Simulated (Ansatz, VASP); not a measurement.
One calculation of Fe2O3, two programs

```
Fe O
1.0
     2.38650    1.37785    4.43454
    -2.38650    1.37785    4.43454
     0.00000   -2.75570    4.43454
Fe O
4 6
Direct
  0.34545 0.34545 0.34545
  0.15455 0.15455 0.15455
  0.65455 0.65455 0.65455
  0.84545 0.84545 0.84545
  0.56322 0.93678 0.25000
  0.25000 0.56322 0.93678
  0.93678 0.25000 0.56322
  0.43678 0.06322 0.75000
  0.75000 0.43678 0.06322
  0.06322 0.75000 0.43678
```

Alike in both runs: functional PBE; k mesh 6 × 6 × 6; occupations gaussian, width 0.05 eV; collinear spin.

Ansatz relaxed the structure, and its values are those at the end. VASP's run is a single point on that final structure, the one shown.

|  | VASP | Ansatz |
| --- | --- | --- |
| version | VASP 6.6.1 | Ansatz 0.2.0 |
| potentials or method | VASP PAW PBE potentials, release 64 (Fe, O), cutoff 600 eV | scalar-relativistic, plane waves, PAW |
| valence electrons in the cell | 68 | 100 |

|  | VASP | Ansatz | Ansatz less VASP |
| --- | --- | --- | --- |
| gap on the k mesh at the Fermi level (eV) | none | none | - |
| pressure (GPa) | 1.4 | 0.0 | -1.37 |
| rms of the force components (eV/Å) | 0.018 | 0.000 | -0.0175 |
| net moment per atom (μB) | 0.40 | 0.40 | 0.000 |
| size of the moment on the site where the two differ most (μB) | 0.94 | 0.86 | -0.080 |

Site moments also hang on the region over which each program counts them. A gap of «none» marks a metal or a gap that the smearing closes. VASP's potentials hold 68 valence electrons a cell and Ansatz's 100, so a difference there can come from the potentials and not from the codes.
